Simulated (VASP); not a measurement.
# Al (Fm-3m) in VASP: single point with PBE

Aim: the single point of Al with PBE.

Everything below comes from runs of VASP 6.6.1. Logs are shortened: lines on timing, memory, paths and dates and some standing lists are left out, and cuts for length are marked.

### Step 1. The cell of the first run

It takes space group Fm-3m (No. 225, cubic). The conventional cell has a = 4.041 Å, b = 4.041 Å, c = 4.041 Å, α = 90.00°, β = 90.00°, γ = 90.00°. Within 3.8 Å of Al (site symmetry m-3m) lie 12 Al at 2.86 Å.

### Step 2. Single point, PBE

Input file INCAR:

```
SYSTEM = Al
PREC = Accurate
ENCUT = 500
EDIFF = 1E-6
ISMEAR = -1
SIGMA = 0.06122561905347299
LREAL = .False.
LASPH = .True.
NELM = 120
ALGO = Normal
ISIF = 2
LWAVE = .False.
LCHARG = .True.
GGA = PE
LELF = .True.
LVHAR = .True.
NBANDS = 8
GGA_COMPAT = .False.
```

Input file KPOINTS:

```
regular mesh
0
Gamma
  12 12 12
  0 0 0
```

Input file POSCAR:

```
Al
1.0
    0.0000000000      2.0204322181      2.0204322181
    2.0204322181      0.0000000000      2.0204322181
    2.0204322181      2.0204322181      0.0000000000
Al
1
Direct
    0.0000000000      0.0000000000      0.0000000000
```

Potentials or basis: VASP PAW PBE potentials, release 64 (Al).

Launch:

```bash
$ cat potpaw_PBE.64/Al/POTCAR > POTCAR
$ mpirun -np 1 vasp_std > vasp.out
```

OUTCAR:

```text
SYSTEM = Al
   PREC = Accurate
   ENCUT = 500
   EDIFF = 1E-6
   ISMEAR = -1
   LREAL = .False.
   LASPH = .True.
   NELM = 120
   ISIF = 2
   GGA = PE

 ion  position               nearest neighbor table
   1  0.000  0.000  0.000-

  LATTYP: Found a face centered cubic cell.
 ALAT       =     4.0408644362

  Lattice vectors:

 A1 = (   0.0000000000,   2.0204322181,   2.0204322181)
 A2 = (   2.0204322181,   0.0000000000,   2.0204322181)
 A3 = (   2.0204322181,   2.0204322181,   0.0000000000)

Analysis of symmetry for initial positions (statically):
=====================================================================
 Subroutine PRICEL returns:
 Original cell was already a primitive cell.

 Routine SETGRP: Setting up the symmetry group for a
 face centered cubic supercell.

 Subroutine GETGRP returns: Found 48 space group operations
 (whereof 48 operations were pure point group operations)
 out of a pool of 48 trial point group operations.

The static configuration has the point symmetry O_h .

Analysis of symmetry for dynamics (positions and initial velocities):
=====================================================================
 Subroutine PRICEL returns:
 Original cell was already a primitive cell.

 Routine SETGRP: Setting up the symmetry group for a
 face centered cubic supercell.

 Subroutine GETGRP returns: Found 48 space group operations
 (whereof 48 operations were pure point group operations)
 out of a pool of 48 trial point group operations.

The dynamic configuration has the point symmetry O_h .

 Subroutine INISYM returns: Found 48 space group operations
 (whereof 48 operations are pure point group operations),
 and found     1 'primitive' translations

----------------------------------------------------------------------------------------

                                     Primitive cell

  volume of cell :      16.4954

  direct lattice vectors                    reciprocal lattice vectors
     0.000000000  2.020432218  2.020432218    -0.247471801  0.247471801  0.247471801
     2.020432218  0.000000000  2.020432218     0.247471801 -0.247471801  0.247471801
     2.020432218  2.020432218  0.000000000     0.247471801  0.247471801 -0.247471801

  length of vectors
     2.857322645  2.857322645  2.857322645     0.428633733  0.428633733  0.428633733

  position of ions in fractional coordinates (direct lattice)
     0.000000000  0.000000000  0.000000000

  ion indices of the primitive-cell ions
   primitive index   ion index
                 1           1

----------------------------------------------------------------------------------------

 KPOINTS: regular mesh

Automatic generation of k-mesh.
 Grid dimensions read from file:
 generate k-points for:   12   12   12

 Generating k-lattice:

  Cartesian coordinates                     Fractional coordinates (reciprocal lattice)
    -0.020622650  0.020622650  0.020622650     0.083333333  0.000000000  0.000000000
     0.020622650 -0.020622650  0.020622650     0.000000000  0.083333333  0.000000000
     0.020622650  0.020622650 -0.020622650     0.000000000  0.000000000  0.083333333

  Length of vectors
     0.035719478  0.035719478  0.035719478

  Shift w.r.t. Gamma in fractional coordinates (k-lattice)
     0.000000000  0.000000000  0.000000000

 Subroutine IBZKPT returns following result:
 ===========================================

 Found     72 irreducible k-points:

 Following reciprocal coordinates:
            Coordinates               Weight
  0.000000  0.000000  0.000000      1.000000
  0.083333  0.000000  0.000000      8.000000
  0.166667  0.000000  0.000000      8.000000
  0.250000  0.000000  0.000000      8.000000
  0.333333  0.000000  0.000000      8.000000
  0.416667  0.000000  0.000000      8.000000
[... 16 lines left out ...]
  0.500000  0.166667  0.000000     24.000000
 -0.416667  0.166667  0.000000     24.000000
 [... further k-points ...]
   k-points           NKPTS =     72   k-points in BZ     NKDIM =     72   number of bands    NBANDS=      8
   number of dos      NEDOS =    301   number of ions     NIONS =      1
   total plane-waves  NPLWV =  13824
   dimension x,y,z NGX =    24 NGY =   24 NGZ =   24
   dimension x,y,z NGXF=    48 NGYF=   48 NGZF=   48
   ions per type =               1
   NGX,Y,Z   is equivalent  to a cutoff of  13.96, 13.96, 13.96 a.u.
   NGXF,Y,Z  is equivalent  to a cutoff of  27.93, 27.93, 27.93 a.u.
 SYSTEM =  Al
   PREC   = accura    normal or accurate (medium, high low for compatibility)
   ISTART =      0    job   : 0-new  1-cont  2-samecut
   ICHARG =      2    charge: 1-file 2-atom 10-const
   ISPIN  =      1    spin polarized calculation?
   LNONCOLLINEAR =      F non collinear calculations
   LSORBIT =      F    spin-orbit coupling
   LASPH  =      T    aspherical Exc in radial PAW
   ENCUT  =  500.0 eV  36.75 Ry    6.06 a.u.   5.21  5.21  5.21*2*pi/ulx,y,z
   NELM   =    120;   NELMIN=  2; NELMDL= -5     # of ELM steps
   EDIFF  = 0.1E-05   stopping-criterion for ELM
   LREAL  =      F    real-space projection
   EDIFFG = 0.1E-04   stopping-criterion for IOM
   NSW    =      0    number of steps for IOM
   IBRION =     -1    ionic relax: 0-MD 1-quasi-New 2-CG
   NFREE  =      0    steps in history (QN), initial steepest desc. (CG)
   ISIF   =      2    stress and relaxation
   ISYM   =      2    0-nonsym 1-usesym 2-fastsym
   POTIM  = 0.5000    time-step for ionic-motion
   TEBEG  =    0.0;   TEEND  =   0.0 temperature during run
   PSTRESS=    0.0 pullay stress
   NELECT =       3.0000    total number of electrons
   NUPDOWN=      -1.0000    fix difference up-down
   EMIN   =  10.00;   EMAX   =-10.00  energy-range for DOS
   EFERMI =   0.00;   METHOD = LEGACY
   ISMEAR =    -1;   SIGMA  =   0.06  broadening in eV -4-tet -1-fermi 0-gaus
   EFERMI_NEDOS =   21; number of points for ismear=-14 and -15
   IALGO  =     38    algorithm
   IMIX   =      4    mixing-type and parameters
     AMIX     =   0.40;   BMIX     =  1.00
     AMIX_MAG =   1.60;   BMIX_MAG =  1.00
  volume/ion in A,a.u.               =      16.50       111.32
  Fermi-wavevector in a.u.,A,eV,Ry     =   0.927529  1.752776 11.705236  0.860311
  Thomas-Fermi vector in A             =   2.053609
   LORBIT       =      0    0 simple, 1 ext, 2 COOP (PROOUT), +10 PAW based schemes
   GGA     = PE    functional components
   LHFCALC =     F    Hartree Fock is set to
   AEXX    =    0.0000 exact exchange contribution
   IVDW    =     0    specifies the selected vdW correction
   LEPSILON=     F    determine dielectric tensor
   LRPA    =     F    only Hartree local field effects (RPA)
 non-spin polarized calculation
  energy-cutoff  :      500.00
  volume of cell :       16.50
 maximum number of plane-waves:       444
 NGX is ok and might be reduce to    24
   NGX = 11   NGY = 11   NGZ = 11

 number of electron       3.0000000 magnetization

 Free energy of the ion-electron system (eV)
  ---------------------------------------------------
  ext. energy  EPLUGINS =         0.00000000
  ---------------------------------------------------
  free energy    TOTEN  =        -3.75582781 eV

  energy without entropy =       -3.75102264  energy(sigma->0) =       -3.75342523

 E-fermi :   7.8826     XC(G=0): -10.1971

 val. band max:        7.7654109592   @ k =   0.5000   0.2500   0.0833
 cond. band min:       7.9471647848   @ k =  -0.4167   0.4167   0.0833
 fundamental gap:      0.1817538256
 Fermi energy:         7.8826359987

 k-point     1 :       0.0000    0.0000    0.0000
  band No.  band energies     occupation
      1      -3.1328      2.00000
      2      20.6244      0.00000
      3      20.6244      0.00000
      4      20.6244      0.00000
      5      22.1189      0.00000
      6      22.1189      0.00000
      7      22.1189      0.00000
      8      24.4714      0.00000

 k-point     2 :       0.0833    0.0000    0.0000
  band No.  band energies     occupation
      1      -2.9441      2.00000
      2      18.0090      0.00000
      3      20.0559      0.00000
      4      20.0559      0.00000
      5      22.7801      0.00000
      6      22.9762      0.00000
      7      22.9762      0.00000
      8      26.2950      0.00000

 k-point     3 :       0.1667    0.0000    0.0000
  band No.  band energies     occupation
      1      -2.3793      2.00000
      2      14.6466      0.00000
      3      19.3556      0.00000
      4      19.3556      0.00000
      5      22.5938      0.00000
      6      24.0387      0.00000
      7      24.0387      0.00000
      8      25.2789      0.00000

 k-point     4 :       0.2500    0.0000    0.0000
  band No.  band energies     occupation
      1      -1.4429      2.00000
      2      11.4435      0.00000
      3      18.9138      0.00000
      4      18.9138      0.00000
      5      22.3616      0.00000
      6      22.7641      0.00000
      7      22.7641      0.00000
      8      26.7683      0.00000

 k-point     5 :       0.3333    0.0000    0.0000
  band No.  band energies     occupation
      1      -0.1422      2.00000
      2       8.4993      0.00008
      3      18.7749      0.00000
      4      18.7749      0.00000
      5      21.3688      0.00000
      6      21.3688      0.00000
      7      22.3369      0.00000
      8      25.3404      0.00000

 k-point     6 :       0.4167    0.0000    0.0000
  band No.  band energies     occupation
      1       1.5130      2.00000
      2       5.8516      2.00000
      3      18.9492      0.00000
      4      18.9492      0.00000
      5      20.2502      0.00000
      6      20.2502      0.00000
      7      22.6076      0.00000
      8      24.1340      0.00000

 k-point     7 :       0.5000    0.0000    0.0000
  band No.  band energies     occupation
      1       3.4092      2.00000
      2       3.6237      2.00000
      3      19.4170      0.00000
      4      19.4170      0.00000
      5      19.4654      0.00000
      6      19.4654      0.00000
      7      23.1316      0.00000
      8      23.2889      0.00000

 k-point     8 :       0.0833    0.0833    0.0000
  band No.  band energies     occupation
      1      -2.8812      2.00000
      2      18.9082      0.00000
      3      18.9082      0.00000
      4      19.1979      0.00000
      5      21.5464      0.00000
      6      24.2015      0.00000
      7      24.2015      0.00000
      8      24.7700      0.00000

 k-point     9 :       0.1667    0.0833    0.0000
  band No.  band energies     occupation
      1      -2.4419      2.00000
      2      15.8518      0.00000
      3      18.0296      0.00000
      4      19.3075      0.00000
      5      21.9079      0.00000
      6      22.8135      0.00000
      7      24.5766      0.00000
      8      25.5731      0.00000

 k-point    10 :       0.2500    0.0833    0.0000
  band No.  band energies     occupation
      1      -1.6297      2.00000
      2      12.6178      0.00000
      3      17.4584      0.00000
      4      18.9718      0.00000
      5      20.7813      0.00000
      6      23.6956      0.00000
      7      24.4760      0.00000
      8      25.0336      0.00000
[... 78 lines left out ...]
 k-point    18 :      -0.0833    0.0833    0.0000
  band No.  band energies     occupation
      1      -2.6300      2.00000
      2      16.6206      0.00000
      3      17.5741      0.00000
      4      21.1138      0.00000
      5      22.4010      0.00000
      6      23.3948      0.00000
      7      24.3953      0.00000
      8      24.5291      0.00000

 k-point    19 :       0.1667    0.1667    0.0000
  band No.  band energies     occupation
      1      -2.1289      2.00000
      2      17.0189      0.00000
      3      17.0189      0.00000
      4      17.1690      0.00000
      5      20.3017      0.00000
      6      20.4806      0.00000
      7      27.1063      0.00000
      8      27.1063      0.00000

 k-point    20 :       0.2500    0.1667    0.0000
  band No.  band energies     occupation
      1      -1.4429      2.00000
      2      14.0438      0.00000
      3      16.3288      0.00000
      4      17.6307      0.00000
      5      18.4601      0.00000
      6      20.7035      0.00000
      7      27.4080      0.00000
      8      27.6838      0.00000

 k-point    21 :       0.3333    0.1667    0.0000
  band No.  band energies     occupation
      1      -0.3893      2.00000
      2      11.0045      0.00000
      3      15.9601      0.00000
      4      16.6864      0.00000
      5      17.6109      0.00000
      6      22.5175      0.00000
      7      26.1777      0.00000
      8      27.7164      0.00000

 k-point    22 :       0.4167    0.1667    0.0000
  band No.  band energies     occupation
      1       1.0236      2.00000
      2       8.1920      0.01270
      3      15.2948      0.00000
      4      15.9128      0.00000
      5      17.6372      0.00000
      6      24.7755      0.00000
      7      24.9627      0.00000
      8      27.7833      0.00000

 k-point    23 :       0.5000    0.1667    0.0000
  band No.  band energies     occupation
      1       2.7833      2.00000
      2       5.6695      2.00000
      3      14.2234      0.00000
      4      16.1875      0.00000
      5      17.9714      0.00000
      6      23.9858      0.00000
      7      26.3055      0.00000
      8      28.2900      0.00000

 k-point    24 :      -0.4167    0.1667    0.0000
  band No.  band energies     occupation
      1       3.4435      2.00000
      2       4.8968      2.00000
      3      13.4913      0.00000
      4      16.7844      0.00000
      5      18.6379      0.00000
      6      23.2990      0.00000
      7      26.0088      0.00000
      8      28.9863      0.00000

 [... further k-points ...]
[... 5 lines left out ...]
  --------------------------------------------------------------------------------------
  -------------------------------------------------------------------------------------
  Total        0.0137193      0.0137193      0.0137193     -0.0000000     -0.0000000      0.0000000
  in kB        1.3325379      1.3325379      1.3325379     -0.0000000     -0.0000000      0.0000000
  external PRESSURE =       1.3325379 kB  Pullay stress =       0.0000000 kB

 VOLUME and BASIS-vectors are now :
 -----------------------------------------------------------------------------
  energy-cutoff  :      500.00
  volume of cell :       16.50
      direct lattice vectors                 reciprocal lattice vectors
     0.000000000  2.020432218  2.020432218    -0.247471801  0.247471801  0.247471801
     2.020432218  0.000000000  2.020432218     0.247471801 -0.247471801  0.247471801
     2.020432218  2.020432218  0.000000000     0.247471801  0.247471801 -0.247471801

 POSITION                                       TOTAL-FORCE (eV/Angst)
 -----------------------------------------------------------------------------------
      0.00000      0.00000      0.00000        -0.000000      0.000000      0.000000
 -----------------------------------------------------------------------------------
    total drift:                               -0.000000      0.000000     -0.000000

  FREE ENERGIE OF THE ION-ELECTRON SYSTEM (eV)
  ---------------------------------------------------
  free  energy   TOTEN  =        -3.7558278107 eV

  energy  without entropy=       -3.7510226408  energy(sigma->0) =       -3.75342523
```

Wall time 4.6 s (1 thread of Intel Xeon Platinum 8375C at 2.90GHz (Ice Lake), shared host); peak memory 0.13 GiB.

Results:

| Property | Result |
| --- | --- |
| Free energy | -3.7558 eV |
| Pressure | 0.1 GPa |
